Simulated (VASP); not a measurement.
# Ta (Fd-3m) in VASP: further runs

Runs on Ta. Level: PBE. Tasks: density of states.

Program: VASP 6.6.1. These are calculated values, not measurements. Logs are shortened: lines on timing, memory, paths and dates and some standing lists are left out, and cuts for length are marked.

**1. The cell of the first run**

The structure is cubic, space group Fd-3m (No. 227). The conventional cell has a = 4.607 Å, b = 4.607 Å, c = 4.607 Å, α = 90.00°, β = 90.00°, γ = 90.00°. Within 2.6 Å of Ta (site symmetry -43m) lie 4 Ta at 1.99 Å.

**2. Density of states, PBE (volume scaled by 0.43)**

POSCAR reads:

```
Ta
1.0
    0.0000000000      2.3033427297      2.3033427297
    2.3033427297      0.0000000000      2.3033427297
    2.3033427297      2.3033427297      0.0000000000
Ta
2
Direct
   -0.1250000000     -0.1250000000     -0.1250000000
    0.1250000000      0.1250000000      0.1250000000
```

INCAR.step1 reads:

```
SYSTEM = Ta
PREC     = Accurate       ! precision mode
ENCUT    = 520            ! plane-wave cutoff, eV
EDIFF    = 1E-6           ! SCF threshold, eV
ISMEAR   = -1             ! smearing method
SIGMA    = 0.08           ! smearing width, eV
LREAL    = .FALSE.        ! projectors in reciprocal space
LASPH    = .TRUE.         ! aspherical terms in the spheres
NELM     = 100            ! most SCF steps
ALGO     = Normal         ! electronic algorithm
ISIF     = 2              ! what is computed and relaxed
LWAVE    = .FALSE.        ! write WAVECAR
LCHARG   = .TRUE.         ! write CHGCAR
LMAXMIX  = 4              ! l up to which the mixer works
GGA      = PE             ! functional
NBANDS   = 18             ! bands
```

KPOINTS.step1 reads:

```
Automatic mesh
0
G
  12 12 12
  0 0 0
```

INCAR.step2 reads:

```
SYSTEM = Ta
PREC     = Accurate       ! precision mode
ENCUT    = 520            ! plane-wave cutoff, eV
EDIFF    = 1E-6           ! SCF threshold, eV
ISMEAR   = -5             ! smearing method
SIGMA    = 0.08           ! smearing width, eV
LREAL    = .FALSE.        ! projectors in reciprocal space
LASPH    = .TRUE.         ! aspherical terms in the spheres
NELM     = 100            ! most SCF steps
ALGO     = Normal         ! electronic algorithm
ISIF     = 2              ! what is computed and relaxed
LWAVE    = .FALSE.        ! write WAVECAR
LCHARG   = .FALSE.        ! write CHGCAR
LMAXMIX  = 4              ! l up to which the mixer works
GGA      = PE             ! functional
LORBIT   = 11             ! projections on sites
NBANDS   = 18             ! bands
NEDOS    = 1001           ! points of the DOS
ICHARG   = 11             ! starting density
```

KPOINTS.step2 reads:

```
Automatic mesh
0
G
  18 18 18
  0 0 0
```

Potentials or basis: VASP PAW PBE potentials, release 64 (Ta_pv).

The run is started by

```bash
> cat potpaw_PBE.64/Ta_pv/POTCAR > POTCAR
> cp INCAR.step1 INCAR
> cp KPOINTS.step1 KPOINTS
> mpirun -np 1 vasp_std > vasp.out
> cp INCAR.step2 INCAR
> cp KPOINTS.step2 KPOINTS
> mpirun -np 1 vasp_std > vasp.out
```

OUTCAR:

```text
SYSTEM = Ta
   PREC = Accurate
   ENCUT = 520
   EDIFF = 1E-6
   ISMEAR = -5
   LREAL = .FALSE.
   LASPH = .TRUE.
   NELM = 100
   ISIF = 2
   GGA = PE
   LORBIT = 11
   ICHARG = 11

 ion  position               nearest neighbor table
   1  0.875  0.875  0.875-   2 1.99   2 1.99   2 1.99   2 1.99
   2  0.125  0.125  0.125-   1 1.99   1 1.99   1 1.99   1 1.99

  LATTYP: Found a face centered cubic cell.
 ALAT       =     4.6066854594

  Lattice vectors:

 A1 = (   0.0000000000,   2.3033427297,   2.3033427297)
 A2 = (   2.3033427297,   0.0000000000,   2.3033427297)
 A3 = (   2.3033427297,   2.3033427297,   0.0000000000)

Analysis of symmetry for initial positions (statically):
=====================================================================
 Subroutine PRICEL returns:
 Original cell was already a primitive cell.

 Routine SETGRP: Setting up the symmetry group for a
 face centered cubic supercell.

 Subroutine GETGRP returns: Found 48 space group operations
 (whereof 12 operations were pure point group operations)
 out of a pool of 48 trial point group operations.

The static configuration has the point symmetry D_3d.
 The point group associated with its full space group is O_h .

Analysis of symmetry for dynamics (positions and initial velocities):
=====================================================================
 Subroutine PRICEL returns:
 Original cell was already a primitive cell.

 Routine SETGRP: Setting up the symmetry group for a
 face centered cubic supercell.

 Subroutine GETGRP returns: Found 48 space group operations
 (whereof 12 operations were pure point group operations)
 out of a pool of 48 trial point group operations.

The dynamic configuration has the point symmetry D_3d.
 The point group associated with its full space group is O_h .

 Subroutine INISYM returns: Found 48 space group operations
 (whereof 12 operations are pure point group operations),
 and found     1 'primitive' translations

----------------------------------------------------------------------------------------

                                     Primitive cell

  volume of cell :      24.4403

  direct lattice vectors                    reciprocal lattice vectors
     0.000000000  2.303342730  2.303342730    -0.217075815  0.217075815  0.217075815
     2.303342730  0.000000000  2.303342730     0.217075815 -0.217075815  0.217075815
     2.303342730  2.303342730  0.000000000     0.217075815  0.217075815 -0.217075815

  length of vectors
[... 90 lines left out ...]
   ISIF   =      2    stress and relaxation
   ISYM   =      2    0-nonsym 1-usesym 2-fastsym
   POTIM  = 0.5000    time-step for ionic-motion
   TEBEG  =    0.0;   TEEND  =   0.0 temperature during run
   PSTRESS=    0.0 pullay stress
   NELECT =      22.0000    total number of electrons
   NUPDOWN=      -1.0000    fix difference up-down
   EMIN   =  10.00;   EMAX   =-10.00  energy-range for DOS
   EFERMI =   0.00;   METHOD = LEGACY
   ISMEAR =    -5;   SIGMA  =   0.08  broadening in eV -4-tet -1-fermi 0-gaus
   EFERMI_NEDOS =   21; number of points for ismear=-14 and -15
   IALGO  =     38    algorithm
   IMIX   =      4    mixing-type and parameters
     AMIX     =   0.40;   BMIX     =  1.00
     AMIX_MAG =   1.60;   BMIX_MAG =  1.00
  volume/ion in A,a.u.               =      12.22        82.47
  Fermi-wavevector in a.u.,A,eV,Ry     =   1.580692  2.987074 33.995328  2.498586
  Thomas-Fermi vector in A             =   2.680881
   LORBIT       =     11    0 simple, 1 ext, 2 COOP (PROOUT), +10 PAW based schemes
   GGA     = PE    functional components
   LHFCALC =     F    Hartree Fock is set to
   AEXX    =    0.0000 exact exchange contribution
   IVDW    =     0    specifies the selected vdW correction
   LEPSILON=     F    determine dielectric tensor
   LRPA    =     F    only Hartree local field effects (RPA)
 non-spin polarized calculation
 Fermi weights with tetrahedron method with Bloechl corrections
  energy-cutoff  :      520.00
  volume of cell :       24.44
 maximum number of plane-waves:       680

 number of electron      22.0000005 magnetization

 Free energy of the ion-electron system (eV)
  ---------------------------------------------------
  ext. energy  EPLUGINS =         0.00000000
  ---------------------------------------------------
  free energy    TOTEN  =        -2.36368453 eV

  energy without entropy =       -2.36368453  energy(sigma->0) =       -2.36368453

 E-fermi :   9.4750     XC(G=0): -14.3126

 val. band max:        9.4883679425   @ k =   0.2222   0.0000   0.0000
 cond. band min:       9.3541736660   @ k =   0.1667   0.0000   0.0000
 fundamental gap:     -0.1341942765
 Fermi energy:         9.4749622878

 k-point     1 :       0.0000    0.0000    0.0000
  band No.  band energies     occupation
      1     -28.0993      2.00000
      2     -28.0993      2.00000
      3     -28.0993      2.00000
      4     -23.1570      2.00000
      5     -23.1570      2.00000
      6     -23.1570      2.00000
[... 481 lines left out ...]
      5     -22.6828      2.00000
      6     -22.4057      2.00000
[... 10 lines left out ...]
     17      22.5133      0.00000
     18      23.2981      0.00000

 [... further k-points ...]

------------------------ aborting loop because EDIFF is reached ----------------------------------------

  FORCE on cell =-STRESS in cart. coord.  units (eV):
  Direction    XX          YY          ZZ          XY          YZ          ZX
  --------------------------------------------------------------------------------------
  -------------------------------------------------------------------------------------
  Total       50.4899526     50.4899526     50.4899526      0.0000000     -0.0000000      0.0000000
  in kB     3309.8617702   3309.8617702   3309.8617702      0.0000000     -0.0000000      0.0000000
  external PRESSURE =    3309.8617702 kB  Pullay stress =       0.0000000 kB

 VOLUME and BASIS-vectors are now :
 -----------------------------------------------------------------------------
  energy-cutoff  :      520.00
  volume of cell :       24.44
      direct lattice vectors                 reciprocal lattice vectors
     0.000000000  2.303342730  2.303342730    -0.217075815  0.217075815  0.217075815
     2.303342730  0.000000000  2.303342730     0.217075815 -0.217075815  0.217075815
     2.303342730  2.303342730  0.000000000     0.217075815  0.217075815 -0.217075815

 POSITION                                       TOTAL-FORCE (eV/Angst)
 -----------------------------------------------------------------------------------
      4.03085      4.03085      4.03085         0.000000      0.000000      0.000000
      0.57584      0.57584      0.57584        -0.000000     -0.000000     -0.000000
 -----------------------------------------------------------------------------------
    total drift:                                0.000000      0.000000      0.000000

  FREE ENERGIE OF THE ION-ELECTRON SYSTEM (eV)
  ---------------------------------------------------
  free  energy   TOTEN  =        -2.3636845278 eV

  energy  without entropy=       -2.3636845278  energy(sigma->0) =       -2.36368453

 total charge

# of ion       s       p       d       tot
------------------------------------------
    1        0.519   6.220   4.192  10.931
    2        0.519   6.220   4.192  10.931
--------------------------------------------------
tot          1.038  12.440   8.384  21.861
```

OUTCAR.step1:

```text
SYSTEM = Ta
   PREC = Accurate
   ENCUT = 520
   EDIFF = 1E-6
   ISMEAR = -1
   LREAL = .FALSE.
[... 727 lines left out ...]
      4.03085      4.03085      4.03085        -0.000000      0.000000     -0.000000
      0.57584      0.57584      0.57584         0.000000     -0.000000      0.000000
 -----------------------------------------------------------------------------------
    total drift:                                0.000000      0.000000      0.000000

  FREE ENERGIE OF THE ION-ELECTRON SYSTEM (eV)
  ---------------------------------------------------
  free  energy   TOTEN  =        -2.3714579902 eV

  energy  without entropy=       -2.3401005959  energy(sigma->0) =       -2.35577929
```

Run time: 43 s. Hardware: 1 thread of Intel Xeon 6975P-C, shared host; peak memory 0.19 GiB.

What came out:

```yaml
Valence_electrons_inside_the_program's_atomic_spheres: Ta 10.93
```

Caveat: the cell differs from its parent crystal (volume scaled by 0.43); spin-orbit coupling is left out, which moves the levels of the heavy elements; tetrahedron occupations give inexact forces and stress in metals.

**3. Density of states, PBE**

This run uses another cell than the first one, of 28.42 Å³/atom, 2.326 times its volume.

POSCAR reads:

```
Ta
1.0
    0.0000000000      3.0516571939      3.0516571939
    3.0516571939      0.0000000000      3.0516571939
    3.0516571939      3.0516571939      0.0000000000
Ta
2
Direct
   -0.1250000000     -0.1250000000     -0.1250000000
    0.1250000000      0.1250000000      0.1250000000
```

INCAR.step1 reads:

```
ALGO = Normal ; EDIFF = 1E-6
ENCUT = 520 ; GGA = PE
ISIF = 2 ; ISMEAR = -1
LASPH = T ; LCHARG = T
LMAXMIX = 4 ; LREAL = F
LWAVE = F ; NBANDS = 18
NELM = 100 ; PREC = Accurate
SIGMA = 0.08
```

KPOINTS.step1 reads:

```
k-points
0
Gamma
  12 12 12
```

INCAR.step2 reads:

```
ALGO = Normal ; EDIFF = 1E-6
ENCUT = 520 ; GGA = PE
ICHARG = 11 ; ISIF = 2
ISMEAR = -5 ; LASPH = T
LCHARG = F ; LMAXMIX = 4
LORBIT = 11 ; LREAL = F
LWAVE = F ; NBANDS = 18
NEDOS = 1001 ; NELM = 100
PREC = Accurate ; SIGMA = 0.08
```

KPOINTS.step2 reads:

```
k-points
0
Gamma
  18 18 18
```

Potentials or basis: VASP PAW PBE potentials, release 64 (Ta_pv).

The run is started by

```bash
> cat potpaw_PBE.64/Ta_pv/POTCAR > POTCAR
> cp INCAR.step1 INCAR
> cp KPOINTS.step1 KPOINTS
> mpirun -np 1 vasp_std > vasp.out
> cp INCAR.step2 INCAR
> cp KPOINTS.step2 KPOINTS
> mpirun -np 1 vasp_std > vasp.out
```

It took 2 min on 1 thread of Intel Xeon 6975P-C, shared host; peak memory 0.29 GiB.

It converged, with:

- Valence electrons inside the program's atomic spheres: Ta 8.98

Levels at points of the mesh, in eV from the Fermi level:
```tsv
k point	band 9	band 10	band 11	band 12	band 13	band 14
(0.00, 0.00, 0.00)	-0.94	-0.27	-0.27	-0.27	2.03	2.03
(0.50, 0.00, 0.00)	-0.81	-0.81	-0.33	-0.33	-0.13	3.17
(0.50, 0.50, 0.00)	-1.05	-1.05	-0.22	-0.22	1.83	1.83
```

Caveat: spin-orbit coupling is left out, which moves the levels of the heavy elements; tetrahedron occupations give inexact forces and stress in metals.
